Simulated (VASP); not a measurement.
**C: single point with r2SCAN**

The system is C.

```
C
1.0
     2.50320    0.00000    0.00000
    -1.25160    2.16783    0.00000
     0.00000    0.00000    4.16887
C
4
Direct
  0.33333 0.66667 0.00023
  0.66667 0.33333 0.50023
  0.33333 0.66667 0.37477
  0.66667 0.33333 0.87477
```

```json
{
 "Program": "VASP 6.6.1",
 "Task": "single point",
 "Functional": "r2SCAN",
 "Potentials or basis": "VASP PAW PBE potentials, release 64 (C)",
 "Cutoff": "520 eV",
 "k mesh": "12 × 12 × 6",
 "Occupations": "gaussian, width 0.01 eV",
 "Spin": "no spin polarisation",
 "Dipole correction": "no",
 "Further INCAR settings": "ALGO = Normal; EDIFF = 1e-06; NBANDS = 16"
}
```

| Property | Result |
| --- | --- |
| Pressure | 1.0 GPa |
| Largest force | 0.010 eV/Å |
| Band gap on the k mesh | 3.56 eV (least direct gap 5.19 eV) |

Forces on the atoms (eV/Å):
```
C    0.000  0.000  0.010
C    0.000  0.000  0.010
C    0.000  0.000 -0.010
C    0.000  0.000 -0.010
```

Stress tensor (GPa, compression positive):
```
1.04 0.00 0.00
0.00 1.04 0.00
0.00 0.00 0.96
```

Levels at points of the mesh, in eV from the valence-band top:
```tsv
k point	band 5	band 6	band 7	band 8	band 9	band 10	band 11	band 12
(0.00, 0.00, 0.00)	-3.28	-0.50	0.00	0.00	5.19	5.19	5.58	8.47
(0.50, 0.00, 0.00)	-9.77	-6.85	-6.24	-3.35	4.72	8.58	8.72	8.81
(0.00, 0.00, 0.50)	-1.97	-1.97	-1.97	-1.97	7.62	7.62	7.62	7.62
(0.50, 0.00, 0.50)	-5.41	-5.41	-5.13	-5.13	6.19	6.19	6.82	6.82
```

It took 85 s on 1 thread of Intel Xeon 8259CL (shared host), peak memory 0.14 GiB.

Caveat: the PAW data sets were made with another functional, which shifts forces and pressure a little. A k mesh can miss the band edges.
